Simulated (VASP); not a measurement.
# Ni (Fm-3m) in VASP: further runs

Ni is run at these levels: PBE; tasks: relaxation of cell and atoms, single point.

Everything below comes from runs of VASP 6.6.1. Logs are shortened: lines on timing, memory, paths and dates and some standing lists are left out, and cuts for length are marked.

## 1. The cell of the first run

The structure is cubic, space group Fm-3m (No. 225). Conventional cell: a = 3.094 Å, b = 3.094 Å, c = 3.094 Å, α = 90.00°, β = 90.00°, γ = 90.00°. Ni (site symmetry m-3m) has 12 Ni at 2.19 Å within 2.9 Å.

## 2. Relaxation of cell and atoms, PBE, collinear spin, ferromagnetic start, target pressure 190 GPa, at which the enthalpy is minimised

The input, INCAR:

```
SYSTEM = Ni
  PREC = Accurate
  ENCUT = 600
  EDIFF = 1E-6
  ISMEAR = -1
  SIGMA = 0.08
  LREAL = .False.
  LASPH = .True.
  NELM = 150
  ALGO = Normal
  ISIF = 3
  LWAVE = .False.
  LCHARG = .False.
  ISPIN = 2
  MAGMOM = 1
  LORBIT = 11
  LMAXMIX = 4
  GGA = PE
  IBRION = 2
  NSW = 60
  EDIFFG = -0.005
  PSTRESS = 1900.0
```

The input, KPOINTS:

```
regular mesh
0
Gamma
  21 21 21
  0 0 0
```

The input, POSCAR:

```
Ni
1.0
    0.0000000000      1.5470387116      1.5470387116
    1.5470387116      0.0000000000      1.5470387116
    1.5470387116      1.5470387116      0.0000000000
Ni
1
Direct
    0.0000000000      0.0000000000      0.0000000000
```

Potentials or basis: VASP PAW PBE potentials, release 64 (Ni).

The run is started by

```
$ cat potpaw_PBE.64/Ni/POTCAR > POTCAR
$ mpirun -np 1 vasp_std > vasp.out
```

OUTCAR:

```text
SYSTEM = Ni
   PREC = Accurate
   ENCUT = 600
   EDIFF = 1E-6
   ISMEAR = -1
   LREAL = .False.
   LASPH = .True.
   NELM = 150
   ISIF = 3
   ISPIN = 2
   LORBIT = 11
   GGA = PE
   IBRION = 2
   NSW = 60
   EDIFFG = -0.005
   PSTRESS = 1900.0

 ion  position               nearest neighbor table
   1  0.000  0.000  0.000-

  LATTYP: Found a face centered cubic cell.
 ALAT       =     3.0940774232

  Lattice vectors:

 A1 = (   0.0000000000,   1.5470387116,   1.5470387116)
 A2 = (   1.5470387116,   0.0000000000,   1.5470387116)
 A3 = (   1.5470387116,   1.5470387116,   0.0000000000)

Analysis of symmetry for initial positions (statically):
=====================================================================
 Subroutine PRICEL returns:
 Original cell was already a primitive cell.

 Routine SETGRP: Setting up the symmetry group for a
 face centered cubic supercell.

 Subroutine GETGRP returns: Found 48 space group operations
 (whereof 48 operations were pure point group operations)
 out of a pool of 48 trial point group operations.

The static configuration has the point symmetry O_h .

Analysis of symmetry for dynamics (positions and initial velocities):
=====================================================================
 Subroutine PRICEL returns:
 Original cell was already a primitive cell.

 Routine SETGRP: Setting up the symmetry group for a
 face centered cubic supercell.

 Subroutine GETGRP returns: Found 48 space group operations
 (whereof 48 operations were pure point group operations)
 out of a pool of 48 trial point group operations.

The dynamic configuration has the point symmetry O_h .

Analysis of structural, dynamic, and magnetic symmetry:
=====================================================================
 Subroutine PRICEL returns:
 Original cell was already a primitive cell.

 Routine SETGRP: Setting up the symmetry group for a
 face centered cubic supercell.

 Subroutine GETGRP returns: Found 48 space group operations
 (whereof 48 operations were pure point group operations)
 out of a pool of 48 trial point group operations.

The overall configuration has the point symmetry O_h .

 Subroutine INISYM returns: Found 48 space group operations
 (whereof 48 operations are pure point group operations),
 and found     1 'primitive' translations

----------------------------------------------------------------------------------------

                                     Primitive cell

  volume of cell :       7.4051
[... 104 lines left out ...]
   IALGO  =     38    algorithm
   IMIX   =      4    mixing-type and parameters
     AMIX     =   0.40;   BMIX     =  1.00
     AMIX_MAG =   1.60;   BMIX_MAG =  1.00
  volume/ion in A,a.u.               =       7.41        49.97
  Fermi-wavevector in a.u.,A,eV,Ry     =   1.809521  3.419499 44.550462  3.274367
  Thomas-Fermi vector in A             =   2.868374
   LORBIT       =     11    0 simple, 1 ext, 2 COOP (PROOUT), +10 PAW based schemes
   GGA     = PE    functional components
   LHFCALC =     F    Hartree Fock is set to
   AEXX    =    0.0000 exact exchange contribution
   IVDW    =     0    specifies the selected vdW correction
   LEPSILON=     F    determine dielectric tensor
   LRPA    =     F    only Hartree local field effects (RPA)
 conjugate gradient relaxation of ions
 spin polarized calculation
  energy-cutoff  :      600.00
  volume of cell :        7.41
 maximum number of plane-waves:       262
 NGX is ok and might be reduce to    18
   NGX =  9   NGY =  9   NGZ =  9

--------------------------------------- Ionic step        1  -------------------------------------------

 number of electron      10.0000000 magnetization       1.0000000

 number of electron       9.9999992 magnetization       0.5184549

 Free energy of the ion-electron system (eV)
  ---------------------------------------------------
  ext. energy  EPLUGINS =         0.00000000
  ---------------------------------------------------
  free energy    TOTEN  =        -4.04324779 eV

  energy without entropy =       -4.01803920  energy(sigma->0) =       -4.03064350

------------------------ aborting loop because EDIFF is reached ----------------------------------------

  FORCE on cell =-STRESS in cart. coord.  units (eV):
  Direction    XX          YY          ZZ          XY          YZ          ZX
  --------------------------------------------------------------------------------------
  -------------------------------------------------------------------------------------
  Total        8.9102765      8.9102765      8.9102765      0.0000000      0.0000000      0.0000000
  in kB     1927.8277400   1927.8277400   1927.8277400      0.0000000      0.0000000      0.0000000
  external PRESSURE =      27.8277400 kB  Pullay stress =    1900.0000000 kB
[... 61 lines left out ...]
--------------------------------------- Ionic step        3  -------------------------------------------

 number of electron       9.9999992 magnetization       0.5197231

 Free energy of the ion-electron system (eV)
  ---------------------------------------------------
  ext. energy  EPLUGINS =         0.00000000
  ---------------------------------------------------
  free energy    TOTEN  =        -4.06905969 eV

  energy without entropy =       -4.04385512  energy(sigma->0) =       -4.05645741

 E-fermi :  16.0412     XC(G=0): -15.6719

 val. band max:       16.0365955305   @ k =  -0.3333   0.0476   0.0000
 cond. band min:      16.0421734103   @ k =  -0.3810   0.3333   0.0000
 fundamental gap:      0.0055778798
 Fermi energy:        16.0411681177

 spin component 1

 k-point     1 :       0.0000    0.0000    0.0000
  band No.  band energies     occupation
      1       4.0705      1.00000
      2      12.3693      1.00000
      3      12.3693      1.00000
      4      12.3693      1.00000
      5      14.3766      1.00000
      6      14.3766      1.00000
      7      42.8146      0.00000
      8      49.8605      0.00000
      9      49.8605      0.00000
     10      49.8605      0.00000
[... 287 lines left out ...]
 k-point    24 :      -0.3810    0.0476    0.0000
  band No.  band energies     occupation
      1       8.5617      1.00000
      2      12.3654      1.00000
      3      12.4620      1.00000
      4      13.3344      1.00000
      5      15.2136      0.99997
      6      15.8099      0.94736
      7      27.5997      0.00000
      8      41.2918      0.00000
      9      46.5209      0.00000
     10      49.0998      0.00000

 [... further k-points ...]

 spin component 2

 k-point     1 :       0.0000    0.0000    0.0000
  band No.  band energies     occupation
      1       4.0768      1.00000
      2      12.9867      1.00000
      3      12.9867      1.00000
      4      12.9867      1.00000
      5      14.8734      1.00000
      6      14.8734      1.00000
      7      42.7454      0.00000
      8      49.8445      0.00000
      9      49.8445      0.00000
     10      49.8445      0.00000
[... 331 lines left out ...]
  energy  without entropy=       -4.0438551206  energy(sigma->0) =       -4.05645741

  enthalpy is  TOTEN    =         4.7382245743 eV   P V=        8.8072842679

 reached required accuracy - stopping structural energy minimisation

 total charge

# of ion       s       p       d       tot
------------------------------------------
    1        0.711   0.957   8.651  10.318

 magnetization (x)

# of ion       s       p       d       tot
------------------------------------------
    1       -0.006  -0.023   0.529   0.500
```

Wall time 65 s (1 thread of AMD EPYC 9R45 (Zen 5), shared host); peak memory 0.13 GiB.

Results:

```
Free energy                                                : -4.0691 eV
Relaxed volume                                             : 7.43 Å³/atom
Relaxed cell                                               : a = 2.190 Å, b = 2.190 Å, c = 2.190 Å, α = 60.00°, β = 60.00°, γ = 60.00°
Space group after relaxing (to 0.1 Å)                      : Fm-3m (No. 225)
Energy change on relaxing (the run minimises the enthalpy) : -25.8 meV/atom
Ionic steps                                                : 3
Pressure after relaxing                                    : 190.0 GPa
Net moment                                                 : 0.52 μB per cell
Site moments                                               : Ni +0.50 μB
```

The path:
```csv
step,energy change (eV),largest force (eV/Å),pressure (GPa),volume (Å³)
1,0.0000,0.0000,192.78,7.41
2,-0.1593,0.0000,175.57,7.54
3,-0.0258,0.0000,190.02,7.43
```

Final structure:
```yaml
crystal:
  lattice:
    - [0.00000, 1.54854, 1.54854]
    - [1.54854, 0.00000, 1.54854]
    - [1.54854, 1.54854, 0.00000]
  atoms:
    - { symbol: Ni, position: [0.00000, 0.00000, 0.00000] }
```

Caveat: the cell is relaxed towards a set pressure, so the run minimises the enthalpy, not the energy.

## 3. Relaxation of cell and atoms, PBE, collinear spin, ferromagnetic start, target pressure 190 GPa, at which the enthalpy is minimised

This run uses another cell than the first one, of 7.44 Å³/atom.

Edit INCAR of step 2 so:

```diff
@@ -19,3 +19,3 @@
   IBRION = 2
-  NSW = 60
+  NSW = 32
   EDIFFG = -0.005
```

KPOINTS is that of step 2.

The input, POSCAR:

```
Ni
1.0
    0.0000000000      1.5492637102      1.5492637102
    1.5492637102      0.0000000000      1.5492637102
    1.5492637102      1.5492637102      0.0000000000
Ni
1
Direct
    0.0000000000      0.0000000000      0.0000000000
```

Potentials or basis: VASP PAW PBE potentials, release 64 (Ni).

The run is started by

```
$ cat potpaw_PBE.64/Ni/POTCAR > POTCAR
$ mpirun -np 1 vasp_std > vasp.out
```

Wall time 61 s (1 thread of AMD EPYC 9R45 (Zen 5), shared host); peak memory 0.13 GiB.

Results (log left out):

* Free energy: -4.0691 eV
* Relaxed volume: 7.43 Å³/atom
* Relaxed cell: a = 2.190 Å, b = 2.190 Å, c = 2.190 Å, α = 60.00°, β = 60.00°, γ = 60.00°
* Space group after relaxing (to 0.1 Å): Fm-3m (No. 225)
* Energy change on relaxing (the run minimises the enthalpy): +12.2 meV/atom
* Ionic steps: 3
* Pressure after relaxing: 190.1 GPa
* Net moment: 0.52 μB per cell
* Site moments: Ni +0.50 μB

The path:
```
step  energy change (eV)  largest force (eV/Å)  pressure (GPa)  volume (Å³)
   1              0.0000                0.0000          188.67         7.44
   2              0.0798                0.0000          197.27         7.37
   3              0.0122                0.0000          190.05         7.43
```

Final structure:
```xyz
1
Lattice="0.0000 1.5485 1.5485 1.5485 0.0000 1.5485 1.5485 1.5485 0.0000" Properties=species:S:1:pos:R:3 pbc="T T T"
Ni    0.0000    0.0000    0.0000
```

Levels at points of the mesh, in eV from the Fermi level:
Spin up:
```tsv
k point	band 2	band 3	band 4	band 5	band 6	band 7	band 8	band 9
(0.00, 0.00, 0.00)	-3.67	-3.67	-3.67	-1.66	-1.66	26.77	33.82	33.82
```
Spin down:
| k point | band 1 | band 2 | band 3 | band 4 | band 5 | band 6 | band 7 | band 8 | band 9 | band 10 |
| --- | --- | --- | --- | --- | --- | --- | --- | --- | --- | --- |
| (0.00, 0.00, 0.00) | -11.96 | -3.05 | -3.05 | -3.05 | -1.17 | -1.17 | 26.70 | 33.80 | 33.80 | 33.80 |

Caveat: the cell is relaxed towards a set pressure, so the run minimises the enthalpy, not the energy.

## 4. Single point, PBE, collinear spin, ferromagnetic start (7.41 Å³/atom)

The input, INCAR:

```
SYSTEM = Ni
  PREC = Accurate
  ENCUT = 520
  EDIFF = 1E-6
  ISMEAR = -1
  SIGMA = 0.08
  LREAL = .False.
  LASPH = .True.
  NELM = 150
  ALGO = Normal
  ISIF = 2
  LWAVE = .False.
  LCHARG = .True.
  ISPIN = 2
  MAGMOM = 1
  LORBIT = 11
  LMAXMIX = 4
  GGA = PE
  LELF = .True.
  LVHAR = .True.
  NBANDS = 15
```

The input, KPOINTS:

```
Automatic mesh
0
Gamma
  21 21 21
  0 0 0
```

The input, POSCAR:

```
Ni
1.0
    0.0000000000      1.5470387116      1.5470387116
    1.5470387116      0.0000000000      1.5470387116
    1.5470387116      1.5470387116      0.0000000000
Ni
1
Direct
    0.0000000000      0.0000000000      0.0000000000
```

The run is started by

```
$ cat potpaw_PBE.64/Ni/POTCAR > POTCAR
$ mpirun -np 1 vasp_std > vasp.out
```

Run time: 31 s. Hardware: 1 thread of AMD EPYC 9R45 (Zen 5), shared host; peak memory 0.12 GiB.

It converged, with:

```yaml
Free_energy: -4.0433 eV
Pressure: 192.9 GPa
Net_moment: 0.52 μB per cell
Site_moments: Ni +0.50 μB
```

Levels at points of the mesh, in eV from the Fermi level:
Spin up:
| k point | band 2 | band 3 | band 4 | band 5 | band 6 | band 7 | band 8 | band 9 |
| --- | --- | --- | --- | --- | --- | --- | --- | --- |
| (0.00, 0.00, 0.00) | -3.68 | -3.68 | -3.68 | -1.67 | -1.67 | 26.79 | 33.87 | 33.87 |
Spin down:
| k point | band 2 | band 3 | band 4 | band 5 | band 6 | band 7 | band 8 | band 9 |
| --- | --- | --- | --- | --- | --- | --- | --- | --- |
| (0.00, 0.00, 0.00) | -3.07 | -3.07 | -3.07 | -1.17 | -1.17 | 26.73 | 33.85 | 33.85 |

Caveat: the cell stands under pressure.

## 5. Single point, PBE, collinear spin, ferromagnetic start

This run uses another cell than the first one, of 7.44 Å³/atom.

The input, INCAR:

```
ALGO = Normal
EDIFF = 1E-7
ENCUT = 520
GGA = PE
ISIF = 2
ISMEAR = -1
ISPIN = 2
LASPH = True
LCHARG = True
LELF = True
LMAXMIX = 4
LORBIT = 11
LREAL = False
LVHAR = True
LWAVE = False
MAGMOM = 1
NBANDS = 15
NELM = 150
PREC = Accurate
SIGMA = 0.08
```

The input, KPOINTS:

```
k-points
0
Gamma
  21 21 21
```

The input, POSCAR:

```
Ni
1.0
    0.0000000000      1.5492637101      1.5492637101
    1.5492637101      0.0000000000      1.5492637101
    1.5492637101      1.5492637101      0.0000000000
Ni
1
Direct
    0.0000000000      0.0000000000      0.0000000000
```

The run is started by

```
$ cat potpaw_PBE.64/Ni/POTCAR > POTCAR
$ mpirun -np 1 vasp_std > vasp.out
```

It took 35 s on 1 thread of AMD EPYC 9R45 (Zen 5), shared host; peak memory 0.12 GiB.

Results (log left out):

```yaml
Free_energy: -4.0815 eV
Pressure: 188.9 GPa
Net_moment: 0.52 μB per cell
Site_moments: Ni +0.50 μB
```

Levels at points of the mesh, in eV from the Fermi level:
Spin up:
```tsv
k point	band 3	band 4	band 5	band 6	band 7	band 8
(0.00, 0.00, 0.00)	-3.67	-3.67	-1.66	-1.66	26.76	33.80
```
Spin down:
```
           k point  band 2  band 3  band 4  band 5  band 6  band 7  band 8  band 9
(0.00, 0.00, 0.00)   -3.05   -3.05   -3.05   -1.17   -1.17   26.69   33.78   33.78
```

Caveat: the cell stands under pressure.

## 6. The runs side by side

```tsv
task	cell	cutoff (eV)	gap on the mesh (eV)	pressure (GPa)	moment (μB)
relaxation of cell and atoms	relaxed to 190 GPa from a = 2.188 Å, angles 60.0°, 1 atom	600	none	190.0	0.52
relaxation of cell and atoms	relaxed to 190 GPa from a = 2.191 Å, angles 60.0°, 1 atom	600	none	190.1	0.52
single point	a = 2.188 Å, angles 60.0°, 1 atom	520	none	192.9	0.52
single point	a = 2.191 Å, angles 60.0°, 1 atom	520	none	188.9	0.52
```

Alike in all rows: level PBE; potentials or basis VASP PAW PBE potentials, release 64 (Ni); spin collinear, ferromagnetic start; k mesh 21 × 21 × 21; smearing fermi-dirac 0.08 eV.

Caveats: the cell is relaxed towards a set pressure, so the run minimises the enthalpy, not the energy (at least some runs); the cell stands under pressure (at least some runs).

Absolute energies hang on the potentials; compare differences alone.
